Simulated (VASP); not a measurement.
Crystal: TiB.

```
CELL_PARAMETERS angstrom
2.97126 0.00000 0.00000
-1.48563 2.57319 0.00000
0.00000 0.00000 4.85205
ATOMIC_POSITIONS crystal
Ti 0.00000 0.00000 0.00000
Ti 0.33333 0.66667 0.50000
B 0.00000 0.00000 0.37500
B 0.33333 0.66667 0.87500
```

```yaml
Program: VASP 6.6.1
Task: relaxation of cell and atoms
Functional: PBEsol
Potentials_or_basis: VASP PAW PBE potentials, release 64 (Ti_sv, B)
Cutoff: 600 eV
k_mesh: 6 × 6 × 4
Occupations: gaussian, width 0.1 eV
Spin: no spin polarisation
```

At the start: pressure 114.1 GPa; volume 9.27 Å³/atom.

Task: How do energy, volume and symmetry change on relaxing?

Result: Over 25 steps the energy falls by 1756.1 meV/atom and the volume is 13.96 Å³/atom (+50.5 %); space group P6_3/mmc (No. 194, to 0.05 Å).

The path:
| step | energy change (eV) | largest force (eV/Å) | pressure (GPa) | volume (Å³) |
| --- | --- | --- | --- | --- |
| 1 | 0.0000 | 0.9572 | 114.06 | 37.10 |
| 2 | -3.0615 | 0.0608 | -21.21 | 85.01 |
| 3 | -5.4399 | 0.0660 | -1.74 | 58.99 |
| 4 | -5.4425 | 0.0722 | -0.69 | 58.49 |
| 5 | -5.4420 | 0.0787 | 0.28 | 57.99 |
| 6 | -5.5688 | 0.7637 | -0.19 | 58.02 |
| 7 | -5.6174 | 1.5261 | 0.12 | 57.95 |
| 8 | -5.6765 | 1.5994 | -0.12 | 57.98 |
| 9 | -5.8751 | 1.7620 | -0.92 | 58.00 |
| 10 | -6.2728 | 2.1272 | -1.16 | 57.77 |
| 11 | -6.0867 | 1.6145 | 8.19 | 56.06 |
| 12 | -6.3792 | 2.6556 | 0.98 | 57.34 |
| 13 | -6.3907 | 2.4955 | 3.60 | 56.79 |
| 14 | -6.4551 | 2.0232 | 3.32 | 56.96 |
| 15 | -6.4713 | 1.3448 | 3.11 | 57.16 |
| 16 | -6.4745 | 1.5462 | 3.11 | 57.11 |
| 17 | -6.5680 | 1.4021 | 2.29 | 57.22 |
| 18 | -6.7857 | 0.9664 | -0.39 | 57.56 |
| 19 | -6.9705 | 0.3543 | -4.24 | 58.13 |
| 20 | -6.9750 | 0.2997 | -4.69 | 58.20 |
| 21 | -6.9941 | 0.2646 | -3.57 | 57.60 |
| 22 | -7.0202 | 0.1687 | -0.35 | 56.07 |
| 23 | -7.0214 | 0.1415 | 0.58 | 55.67 |
| 24 | -7.0227 | 0.1055 | 0.41 | 55.71 |
| 25 | -7.0242 | 0.0145 | 0.06 | 55.82 |

Final structure:
```yaml
crystal:
  lattice:
    - [3.81785, 0.00000, 0.00000]
    - [-1.90892, 3.30635, 0.00000]
    - [0.00000, 0.00000, 4.42208]
  atoms:
    - { symbol: Ti, position: [0.00000, 0.00000, 0.93773] }
    - { symbol: Ti, position: [0.33333, 0.66667, 0.43773] }
    - { symbol: B, position: [0.00000, 0.00000, 0.43727] }
    - { symbol: B, position: [0.33333, 0.66667, 0.93727] }
```

Caveat: the k points lie up to 0.36 Å⁻¹ apart in the final cell; the volume moved by over 15 % at a fixed basis, so the end points are rough; the PAW data sets were made with another functional, which shifts forces and pressure a little; the relaxation stopped at a loose force limit of 0.05 eV/Å, so its end isn't a converged minimum.
